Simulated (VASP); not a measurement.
# Ge in VASP: a series of runs

Ge is run at these levels: PBE+D3(BJ); tasks: single point.

Program: VASP 6.6.1. These are calculated values, not measurements. Logs are shortened: lines on timing, memory, paths and dates and some standing lists are left out, and cuts for length are marked.

### 1 The cell of the first run

The cell holds a slab with vacuum, 4 atoms: a = 4.023 Å, b = 4.023 Å, c = 18.869 Å, α = 90.00°, β = 90.00°, γ = 120.00°.

### 2 Single point, PBE+D3(BJ)

File INCAR:

```
PREC     = Accurate       # precision mode
ENCUT    = 520            # plane-wave cutoff, eV
EDIFF    = 1E-7           # SCF threshold, eV
ISMEAR   = 0              # smearing method
SIGMA    = 0.1            # smearing width, eV
LREAL    = F              # projectors in reciprocal space
LASPH    = T              # aspherical terms in the spheres
NELM     = 80             # most SCF steps
ALGO     = Normal         # electronic algorithm
ISIF     = 2              # what is computed and relaxed
LWAVE    = F              # write WAVECAR
LCHARG   = F              # write CHGCAR
LDIPOL   = T            
IDIPOL   = 3            
DIPOL    = 0.5 0.5 0.399
GGA      = PE             # functional
IVDW     = 12             # dispersion correction
NBANDS   = 36             # bands
```

File KPOINTS:

```
regular mesh
0
Gamma
  9 9 1
```

File POSCAR:

```
Ge
1.0
    4.0226895460      0.0000000000      0.0000000000
   -2.0113447730      3.4837513384      0.0000000000
    0.0000000000      0.0000000000     18.8685220369
Ge
4
Direct
    0.3333333333      0.6666666667      0.2747571330
    0.6666666667      0.3333333333      0.2384924474
    0.7777777778      0.2222222222      0.5601139303
    1.1111111111     -0.1111111111      0.5238492447
```

Potentials or basis: VASP PAW PBE potentials, release 64 (Ge_d).

On the command line:

```
cat potpaw_PBE.64/Ge_d/POTCAR > POTCAR
mpirun -np 1 vasp_std > vasp.out
```

OUTCAR:

```text
PREC = Accurate
   ENCUT = 520
   EDIFF = 1E-7
   ISMEAR = 0
   LREAL = F
   LASPH = T
   NELM = 80
   ISIF = 2
   GGA = PE
   IVDW = 12
 IVDW          = 12

 ion  position               nearest neighbor table
   1  0.333  0.667  0.275-   2 2.42   2 2.42   2 2.42
   2  0.667  0.333  0.238-   1 2.42   1 2.42   1 2.42
   3  0.778  0.222  0.560-   4 2.42   4 2.42   4 2.42
   4  0.111  0.889  0.524-   3 2.42   3 2.42   3 2.42

  LATTYP: Found a hexagonal cell.
 ALAT       =     4.0226895460
 C/A-ratio  =     4.6905240440

  Lattice vectors:

 A1 = (   4.0226895460,   0.0000000000,   0.0000000000)
 A2 = (  -2.0113447730,   3.4837513384,   0.0000000000)
 A3 = (   0.0000000000,   0.0000000000,  18.8685220369)

Analysis of symmetry for initial positions (statically):
=====================================================================
 Subroutine PRICEL returns:
 Original cell was already a primitive cell.

 Routine SETGRP: Setting up the symmetry group for a
 hexagonal supercell.

 Subroutine GETGRP returns: Found  4 space group operations
 (whereof  2 operations were pure point group operations)
 out of a pool of 24 trial point group operations.

The static configuration has the point symmetry C_1h.
 The point group associated with its full space group is C_2h.

Analysis of symmetry for dynamics (positions and initial velocities):
=====================================================================
 Subroutine PRICEL returns:
 Original cell was already a primitive cell.

 Routine SETGRP: Setting up the symmetry group for a
 hexagonal supercell.

 Subroutine GETGRP returns: Found  4 space group operations
 (whereof  2 operations were pure point group operations)
 out of a pool of 24 trial point group operations.

The dynamic configuration has the point symmetry C_1h.
 The point group associated with its full space group is C_2h.

 Subroutine INISYM returns: Found  4 space group operations
 (whereof  2 operations are pure point group operations),
 and found     1 'primitive' translations

----------------------------------------------------------------------------------------

                                     Primitive cell

  volume of cell :     264.4244

  direct lattice vectors                    reciprocal lattice vectors
     4.022689546  0.000000000  0.000000000     0.248589902  0.143523447  0.000000000
    -2.011344773  3.483751338  0.000000000     0.000000000  0.287046894  0.000000000
     0.000000000  0.000000000 18.868522037     0.000000000  0.000000000  0.052998322

  length of vectors
     4.022689546  4.022689546 18.868522037     0.287046894  0.287046894  0.052998322

[... 93 lines left out ...]
   PSTRESS=    0.0 pullay stress
   NELECT =      56.0000    total number of electrons
   NUPDOWN=      -1.0000    fix difference up-down
   EMIN   =  10.00;   EMAX   =-10.00  energy-range for DOS
   EFERMI =   0.00;   METHOD = LEGACY
   ISMEAR =     0;   SIGMA  =   0.10  broadening in eV -4-tet -1-fermi 0-gaus
   EFERMI_NEDOS =   21; number of points for ismear=-14 and -15
   IALGO  =     38    algorithm
   IMIX   =      4    mixing-type and parameters
     AMIX     =   0.40;   BMIX     =  1.00
     AMIX_MAG =   1.60;   BMIX_MAG =  1.00
  volume/ion in A,a.u.               =      66.11       446.11
  Fermi-wavevector in a.u.,A,eV,Ry     =   0.975821  1.844035 12.955840  0.952227
  Thomas-Fermi vector in A             =   2.106391
   LORBIT       =      0    0 simple, 1 ext, 2 COOP (PROOUT), +10 PAW based schemes
   GGA     = PE    functional components
   LHFCALC =     F    Hartree Fock is set to
   AEXX    =    0.0000 exact exchange contribution
   IVDW    =    12    specifies the selected vdW correction
   LEPSILON=     F    determine dielectric tensor
   LRPA    =     F    only Hartree local field effects (RPA)
 non-spin polarized calculation
 Gauss-broadening in eV      SIGMA  =   0.10
  energy-cutoff  :      520.00
  volume of cell :      264.42
 maximum number of plane-waves:      7165
 NGX is ok and might be reduce to    30
   NGX = 15   NGY = 15   NGZ = 71

 number of electron      55.9999996 magnetization

 dipolmoment           0.000000      0.000000     -0.000003 electrons x Angstroem

 Free energy of the ion-electron system (eV)
  ---------------------------------------------------
  ext. energy  EPLUGINS =         0.00000000
  ---------------------------------------------------
  free energy    TOTEN  =       -16.16208089 eV

  energy without entropy =      -16.15899021  energy(sigma->0) =      -16.16053555

 E-fermi :  -1.3372     XC(G=0):  -4.5025

 val. band max:       -1.3729419770   @ k =   0.3333   0.3333   0.0000
 cond. band min:      -1.3013198489   @ k =   0.3333   0.3333   0.0000
 fundamental gap:      0.0716221281
 Fermi energy:        -1.3372167526

 k-point     1 :       0.0000    0.0000    0.0000
  band No.  band energies     occupation
      1     -25.8421      2.00000
      2     -25.8421      2.00000
      3     -25.8421      2.00000
      4     -25.8421      2.00000
      5     -25.7918      2.00000
      6     -25.7918      2.00000
[... 925 lines left out ...]
     35       4.2503      0.00000
     36       5.1001      0.00000

 [... further k-points ...]

------------------------ aborting loop because EDIFF is reached ----------------------------------------

 vacuum level on the upper side and lower side of the slab       (xc-potential included)        -0.104        -0.095

 Edisp (eV)   -0.72151

 E8    (eV) :    -0.3297

  FORCE on cell =-STRESS in cart. coord.  units (eV):
  Direction    XX          YY          ZZ          XY          YZ          ZX
  --------------------------------------------------------------------------------------
  -------------------------------------------------------------------------------------
  Total      -0.17463    -0.16176    -0.52385     0.01114    -0.01990     0.03447
  in kB      -1.05812    -0.98015    -3.17405     0.06752    -0.12058     0.20886
  external pressure =       -1.74 kB  Pullay stress =        0.00 kB

 VOLUME and BASIS-vectors are now :
 -----------------------------------------------------------------------------
  energy-cutoff  :      520.00
  volume of cell :      264.42
      direct lattice vectors                 reciprocal lattice vectors
     4.022689546  0.000000000  0.000000000     0.248589902  0.143523447  0.000000000
    -2.011344773  3.483751338  0.000000000     0.000000000  0.287046894  0.000000000
     0.000000000  0.000000000 18.868522037     0.000000000  0.000000000  0.052998322

 POSITION                                       TOTAL-FORCE (eV/Angst)
 -----------------------------------------------------------------------------------
     -0.00000      2.32250      5.18426        -0.007385      0.004264      0.075422
      2.01134      1.16125      4.50000         0.000017     -0.000010      0.020965
      2.68179      0.77417     10.56852        -0.000017      0.000010     -0.020965
     -1.34090      3.09667      9.88426         0.007385     -0.004264     -0.075422
 -----------------------------------------------------------------------------------
    total drift:                               -0.000006      0.000002      0.000339

  FREE ENERGIE OF THE ION-ELECTRON SYSTEM (eV)
  ---------------------------------------------------
  free  energy   TOTEN  =       -16.8835934025 eV

  energy  without entropy=      -16.8805027209  energy(sigma->0) =      -16.88204806

 vacuum level on the upper side and lower side of the slab         3.027         3.036
```

It took 2.7 min on 1 thread of AMD EPYC 9R45 (Zen 5), shared host; peak memory 0.41 GiB.

Results:

```
Free energy                : -16.8836 eV
Largest force              : 0.076 eV/Å
Band gap on the k mesh     : 0.07 eV, direct
Dispersion energy per atom : -0.180 eV
```

Forces on the atoms (eV/Å):
```
Ge  -0.007  0.004  0.075
Ge   0.000  0.000  0.021
Ge   0.000  0.000 -0.021
Ge   0.007 -0.004 -0.075
```

### 3 Single point, PBE+D3(BJ)

Changes to INCAR since step 2:

```diff
@@ -11,8 +11,11 @@
 LWAVE    = F              # write WAVECAR
-LCHARG   = F              # write CHGCAR
+LCHARG   = T              # write CHGCAR
 LDIPOL   = T            
 IDIPOL   = 3            
-DIPOL    = 0.5 0.5 0.399
+DIPOL    = 0.5 0.5 0.375
 GGA      = PE             # functional
 IVDW     = 12             # dispersion correction
+LELF     = T              # ELF
+LVHAR    = T            
+LVACPOTAV= T            
 NBANDS   = 36             # bands
```

KPOINTS is that of step 2.

Changes to POSCAR since step 2:

```diff
@@ -10,3 +10,3 @@
     0.6666666667      0.3333333333      0.2384924474
-    0.7777777778      0.2222222222      0.5601139303
-    1.1111111111     -0.1111111111      0.5238492447
+    0.8888888889      0.1111111111      0.5108254912
+    1.2222222222     -0.2222222222      0.4745608056
```

Potentials or basis: VASP PAW PBE potentials, release 64 (Ge_d).

On the command line:

```
cat potpaw_PBE.64/Ge_d/POTCAR > POTCAR
mpirun -np 1 vasp_std > vasp.out
```

It took 2.8 min on 1 thread of AMD EPYC 9R45 (Zen 5), shared host; peak memory 0.41 GiB.

It converged, with:

| Property | Result |
| --- | --- |
| Free energy | -17.0592 eV |
| Largest force | 0.263 eV/Å |
| Band gap on the k mesh | 0.14 eV, direct |
| Dispersion energy per atom | -0.203 eV |

Forces in eV/Å, atoms in the order of the input:
```
Ge  -0.048  0.028  0.257
Ge  -0.003  0.002  0.015
Ge   0.003 -0.002 -0.015
Ge   0.048 -0.028 -0.257
```

Levels at points of the mesh, in eV from the valence-band top:
| k point | band 24 | band 25 | band 26 | band 27 | band 28 | band 29 | band 30 | band 31 | band 32 | band 33 |
| --- | --- | --- | --- | --- | --- | --- | --- | --- | --- | --- |
| (0.00, 0.00, 0.00) | -3.02 | -0.41 | -0.37 | -0.37 | -0.32 | 0.58 | 0.76 | 2.03 | 3.52 | 3.94 |
